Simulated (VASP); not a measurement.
# TiCo (Pm-3m) in VASP: notebook

TiCo is run at these levels: PBEsol, PBE, r2SCAN; tasks: single point.

All numbers are computed with VASP 6.6.1; they aren't measurements. Logs are shortened: lines on timing, memory, paths and dates and some standing lists are left out, and cuts for length are marked.

## (1) The cell of the first run

It takes space group Pm-3m (No. 221, cubic). Conventional cell: a = 2.986 Å, b = 2.986 Å, c = 2.986 Å, α = 90.00°, β = 90.00°, γ = 90.00°. Within 3.4 Å of Co (site symmetry m-3m) lie 8 Ti at 2.59 Å and 6 Co at 2.99 Å. Within 3.4 Å of Ti (site symmetry m-3m) lie 8 Co at 2.59 Å and 6 Ti at 2.99 Å.

## (2) Single point, PBEsol, collinear spin, ferromagnetic start

The input, INCAR:

```
PREC = Accurate ; ENCUT = 520
EDIFF = 1E-6 ; ISMEAR = -1
SIGMA = 0.05 ; LREAL = False
LASPH = True ; NELM = 150
ALGO = Normal ; ISIF = 2
LWAVE = False ; LCHARG = True
ISPIN = 2 ; MAGMOM = 4 2
LORBIT = 11 ; NUPDOWN = 6.0
LMAXMIX = 4 ; GGA = PS
LELF = True ; LVHAR = True
NBANDS = 22
```

The input, KPOINTS:

```
regular mesh
0
Gamma
  8 8 8
```

The input, POSCAR:

```
TiCo
1.0
    2.9861109900      0.0000000000      0.0000000000
    0.0000000000      2.9861109900      0.0000000000
    0.0000000000      0.0000000000      2.9861109900
Co Ti
1 1
Direct
    0.5000000000      0.5000000000      0.5000000000
    0.0000000000      0.0000000000      0.0000000000
```

Potentials or basis: VASP PAW PBE potentials, release 64 (Co, Ti_sv).

Started as:

```console
$ cat potpaw_PBE.64/Co/POTCAR potpaw_PBE.64/Ti_sv/POTCAR > POTCAR
$ mpirun -np 1 vasp_std > vasp.out
```

OUTCAR:

```text
PREC = Accurate
   ENCUT = 520
   EDIFF = 1E-6
   ISMEAR = -1
   LREAL = False
   LASPH = True
   NELM = 150
   ISIF = 2
   ISPIN = 2
   LORBIT = 11
   NUPDOWN = 6.0
   GGA = PS

 ion  position               nearest neighbor table
   1  0.500  0.500  0.500-   2 2.59   2 2.59   2 2.59   2 2.59   2 2.59   2 2.59   2 2.59   2 2.59

   2  0.000  0.000  0.000-   1 2.59   1 2.59   1 2.59   1 2.59   1 2.59   1 2.59   1 2.59   1 2.59

  LATTYP: Found a simple cubic cell.
 ALAT       =     2.9861109900

  Lattice vectors:

 A1 = (   2.9861109900,   0.0000000000,   0.0000000000)
 A2 = (   0.0000000000,   2.9861109900,   0.0000000000)
 A3 = (   0.0000000000,   0.0000000000,   2.9861109900)

Analysis of symmetry for initial positions (statically):
=====================================================================
 Subroutine PRICEL returns:
 Original cell was already a primitive cell.

 Routine SETGRP: Setting up the symmetry group for a
 simple cubic supercell.

 Subroutine GETGRP returns: Found 48 space group operations
 (whereof 48 operations were pure point group operations)
 out of a pool of 48 trial point group operations.

The static configuration has the point symmetry O_h .

Analysis of symmetry for dynamics (positions and initial velocities):
=====================================================================
 Subroutine PRICEL returns:
 Original cell was already a primitive cell.

 Routine SETGRP: Setting up the symmetry group for a
 simple cubic supercell.

 Subroutine GETGRP returns: Found 48 space group operations
 (whereof 48 operations were pure point group operations)
 out of a pool of 48 trial point group operations.

The dynamic configuration has the point symmetry O_h .

Analysis of structural, dynamic, and magnetic symmetry:
=====================================================================
 Subroutine PRICEL returns:
 Original cell was already a primitive cell.

 Routine SETGRP: Setting up the symmetry group for a
 simple cubic supercell.

 Subroutine GETGRP returns: Found 48 space group operations
 (whereof 48 operations were pure point group operations)
 out of a pool of 48 trial point group operations.

The overall configuration has the point symmetry O_h .

 Subroutine INISYM returns: Found 48 space group operations
 (whereof 48 operations are pure point group operations),
 and found     1 'primitive' translations

[... 115 lines left out ...]
  volume/ion in A,a.u.               =      13.31        89.84
  Fermi-wavevector in a.u.,A,eV,Ry     =   1.512546  2.858298 31.127355  2.287796
  Thomas-Fermi vector in A             =   2.622456
   LORBIT       =     11    0 simple, 1 ext, 2 COOP (PROOUT), +10 PAW based schemes
   GGA     = PS    functional components
   LHFCALC =     F    Hartree Fock is set to
   AEXX    =    0.0000 exact exchange contribution
   IVDW    =     0    specifies the selected vdW correction
   LEPSILON=     F    determine dielectric tensor
   LRPA    =     F    only Hartree local field effects (RPA)
 spin polarized calculation
  energy-cutoff  :      520.00
  volume of cell :       26.63
 maximum number of plane-waves:       739
 NGX is ok and might be reduce to    24
   NGX = 11   NGY = 11   NGZ = 11

 number of electron      20.9999980 magnetization       5.9999994

 Free energy of the ion-electron system (eV)
  ---------------------------------------------------
  ext. energy  EPLUGINS =         0.00000000
  ---------------------------------------------------
  free energy    TOTEN  =       -11.26371022 eV

  energy without entropy =      -11.23489910  energy(sigma->0) =      -11.24930466

 E-fermi :   7.7878     XC(G=0): -12.5609

 val. band max:       12.4279159715   @ k =   0.1250   0.1250   0.0000
 cond. band min:       7.7979356870   @ k =   0.2500   0.2500   0.2500
 fundamental gap:     -4.6299802845
 Fermi energy:        12.4351649444

 spin component 1

 k-point     1 :       0.0000    0.0000    0.0000
  band No.  band energies     occupation
      1     -45.2888      1.00000
      2     -21.6288      1.00000
      3     -21.6288      1.00000
      4     -21.6288      1.00000
      5       1.1600      1.00000
      6       4.1229      1.00000
[... 589 lines left out ...]
     21      25.0094      0.00000
     22      29.2822      0.00000

 [... further k-points ...]

 spin component 2

 k-point     1 :       0.0000    0.0000    0.0000
  band No.  band energies     occupation
      1     -43.5123      1.00000
      2     -19.8300      1.00000
      3     -19.8300      1.00000
      4     -19.8300      1.00000
      5       3.0668      1.00000
      6       6.4474      1.00000
[... 589 lines left out ...]
     21      27.0125      0.00000
     22      31.4169      0.00000

 [... further k-points ...]

------------------------ aborting loop because EDIFF is reached ----------------------------------------

  FORCE on cell =-STRESS in cart. coord.  units (eV):
  Direction    XX          YY          ZZ          XY          YZ          ZX
  --------------------------------------------------------------------------------------
  -------------------------------------------------------------------------------------
  Total        6.1240652      6.1240652      6.1240652      0.0000000      0.0000000     -0.0000000
  in kB      368.4958068    368.4958068    368.4958068      0.0000000      0.0000000     -0.0000000
  external PRESSURE =     368.4958068 kB  Pullay stress =       0.0000000 kB

 VOLUME and BASIS-vectors are now :
 -----------------------------------------------------------------------------
  energy-cutoff  :      520.00
  volume of cell :       26.63
      direct lattice vectors                 reciprocal lattice vectors
     2.986110990  0.000000000  0.000000000     0.334883735  0.000000000  0.000000000
     0.000000000  2.986110990  0.000000000     0.000000000  0.334883735  0.000000000
     0.000000000  0.000000000  2.986110990     0.000000000  0.000000000  0.334883735

 POSITION                                       TOTAL-FORCE (eV/Angst)
 -----------------------------------------------------------------------------------
      1.49306      1.49306      1.49306         0.000000      0.000000      0.000000
      0.00000      0.00000      0.00000         0.000000      0.000000      0.000000
 -----------------------------------------------------------------------------------
    total drift:                                0.000000      0.000000     -0.000000

  FREE ENERGIE OF THE ION-ELECTRON SYSTEM (eV)
  ---------------------------------------------------
  free  energy   TOTEN  =       -11.2637102174 eV

  energy  without entropy=      -11.2348991014  energy(sigma->0) =      -11.24930466

 total charge

# of ion       s       p       d       tot
------------------------------------------
    1        0.534   0.515   6.985   8.034
    2        2.214   6.140   2.262  10.617
--------------------------------------------------
tot          2.748   6.655   9.247  18.650

 magnetization (x)

# of ion       s       p       d       tot
------------------------------------------
    1        0.107   0.368   2.477   2.952
    2        0.045   0.129   1.905   2.079
--------------------------------------------------
tot          0.152   0.497   4.382   5.031
```

OSZICAR:

```text
N       E                     dE             d eps       ncg     rms          rms(c)
DAV:   1     0.173713275558E+03    0.17371E+03   -0.95204E+03  3112   0.121E+03
DAV:   2    -0.402470221894E+01   -0.17774E+03   -0.16916E+03  3140   0.308E+02
DAV:   3    -0.143852200025E+02   -0.10361E+02   -0.10150E+02  3892   0.782E+01
DAV:   4    -0.146425987950E+02   -0.25738E+00   -0.25695E+00  3544   0.115E+01
DAV:   5    -0.146507487587E+02   -0.81500E-02   -0.81496E-02  3736   0.191E+00    0.195E+01
DAV:   6    -0.166298895743E+02   -0.19791E+01   -0.34916E+01  3522   0.101E+02    0.324E+01
DAV:   7    -0.113984194122E+02    0.52315E+01   -0.80512E+00  3552   0.395E+01    0.634E+00
DAV:   8    -0.112764650731E+02    0.12195E+00   -0.75847E-01  4100   0.123E+01    0.255E+00
DAV:   9    -0.112758282975E+02    0.63678E-03   -0.75842E-02  3472   0.238E+00    0.149E+00
DAV:  10    -0.112640526911E+02    0.11776E-01   -0.10940E-02  4208   0.190E+00    0.646E-01
DAV:  11    -0.112635940508E+02    0.45864E-03   -0.55253E-03  4136   0.972E-01    0.214E-01
DAV:  12    -0.112637317545E+02   -0.13770E-03   -0.61032E-04  3552   0.213E-01    0.149E-01
DAV:  13    -0.112637169624E+02    0.14792E-04   -0.35713E-05  4126   0.691E-02    0.677E-02
DAV:  14    -0.112637100040E+02    0.69584E-05   -0.13854E-05  3838   0.554E-02    0.192E-02
DAV:  15    -0.112637102174E+02   -0.21337E-06   -0.45571E-06  3966   0.231E-02
   1 F= -.11263710E+02 E0= -.11249305E+02  d E =-.288111E-01  mag=     6.0000
```

Wall time 30 s (1 thread of Intel Xeon Platinum 8375C at 2.90GHz (Ice Lake), shared host); peak memory 0.16 GiB.

Results:

- Free energy: -11.2637 eV
- Pressure: 36.8 GPa
- Net moment: 6.00 μB per cell
- Site moments: Co +2.95; Ti +2.08 μB
- Valence electrons inside the program's atomic spheres: Co 8.03; Ti 10.62

Caveat: the cell stands under pressure; the PAW data sets were made with another functional, which shifts forces and pressure a little; the total moment is fixed, so each spin has its own Fermi level.

## (3) Single point, PBEsol, non-collinear spin, typed start

The input, INCAR:

```
SYSTEM = TiCo
PREC = Accurate
ENCUT = 520
EDIFF = 1E-6
ISMEAR = -1
SIGMA = 0.05
LREAL = .FALSE.
LASPH = .TRUE.
NELM = 150
ALGO = Normal
ISIF = 2
LWAVE = .FALSE.
LCHARG = .FALSE.
LNONCOLLINEAR = .TRUE.
MAGMOM = 0.055 -0.103 0.027 -0.364 -0.018 1.027
LORBIT = 11
LMAXMIX = 4
GGA = PS
NBANDS = 33
```

The input, KPOINTS:

```
regular mesh
0
G
  7 7 7
  0 0 0
```

POSCAR is that of step 2.

Potentials or basis: VASP PAW PBE potentials, release 64 (Co, Ti_sv).

Started as:

```console
$ cat potpaw_PBE.64/Co/POTCAR potpaw_PBE.64/Ti_sv/POTCAR > POTCAR
$ mpirun -np 1 vasp_ncl > vasp.out
```

Run time: 7.6 min. Hardware: 1 thread of Intel Xeon Platinum 8375C at 2.90GHz (Ice Lake), shared host; peak memory 0.36 GiB.

Results (log left out):

| Quantity | Value |
| --- | --- |
| Free energy | -16.8880 eV |
| Pressure | -8.0 GPa |
| Band gap on the k mesh | zero (bands 21 and 22 overlap by 1.58 eV) |
| Net moment | 0.80 μB per cell |
| Valence electrons inside the program's atomic spheres | Co 8.29; Ti 10.29 |

Levels at points of the mesh, in eV from the Fermi level:
```
           k point  band 19  band 20  band 21  band 22  band 23  band 24
(0.00, 0.00, 0.00)    -1.27    -1.27     0.52     0.52     1.00     1.00
```

Moments on the atoms (μB; x, y, z):
```
Co   0.16 -0.61  0.62
Ti  -0.01  0.03 -0.03
```

Caveat: the cell stands under tension; the PAW data sets were made with another functional, which shifts forces and pressure a little.

## (4) Single point, PBE, collinear spin, ferromagnetic start

This run uses another cell than the first one, of 13.05 Å³/atom.

The input, INCAR:

```
SYSTEM = TiCo
PREC = Accurate
ENCUT = 520
EDIFF = 1E-6
ISMEAR = -1
SIGMA = 0.05
LREAL = .False.
LASPH = .True.
NELM = 150
ALGO = Fast
ISIF = 2
LWAVE = .False.
LCHARG = .True.
ISPIN = 2
MAGMOM = 2 1
LORBIT = 11
LMAXMIX = 4
GGA = PE
LELF = .True.
LVHAR = .True.
NBANDS = 22
```

The input, KPOINTS:

```
regular mesh
0
Gamma
  9 9 9
  0 0 0
```

The input, POSCAR:

```
TiCo
1.0
    2.9660693728      0.0000000000      0.0000000000
    0.0000000000      2.9660693728      0.0000000000
    0.0000000000      0.0000000000      2.9660693728
Co Ti
1 1
Direct
    0.5000000000      0.5000000000      0.5000000000
    0.0000000000      0.0000000000      0.0000000000
```

Started as:

```console
$ cat potpaw_PBE.64/Co/POTCAR potpaw_PBE.64/Ti_sv/POTCAR > POTCAR
$ mpirun -np 1 vasp_std > vasp.out
```

It took 87 s on 1 thread of Intel Xeon 8259CL, shared host; peak memory 0.17 GiB.

Results (log left out):

```yaml
Free_energy: -15.6814 eV
Pressure: 2.1 GPa
Net_moment: 0.75 μB per cell
Site_moments: Co +0.82; Ti -0.02 μB
Valence_electrons_inside_the_program's_atomic_spheres: Co 8.32; Ti 10.31
```

Levels at points of the mesh, in eV from the Fermi level:
Spin up:
```csv
k point,band 7,band 8,band 9,band 10,band 11,band 12,band 13,band 14,band 15,band 16
"(0.00, 0.00, 0.00)",-4.25,-1.88,-1.88,-1.88,0.50,0.50,2.71,2.71,2.71,9.05
```
Spin down:
| k point | band 6 | band 7 | band 8 | band 9 | band 10 | band 11 | band 12 | band 13 | band 14 | band 15 |
| --- | --- | --- | --- | --- | --- | --- | --- | --- | --- | --- |
| (0.00, 0.00, 0.00) | -3.67 | -3.67 | -1.40 | -1.40 | -1.40 | 0.99 | 0.99 | 2.80 | 2.80 | 2.80 |

[end of part 1 of 2]
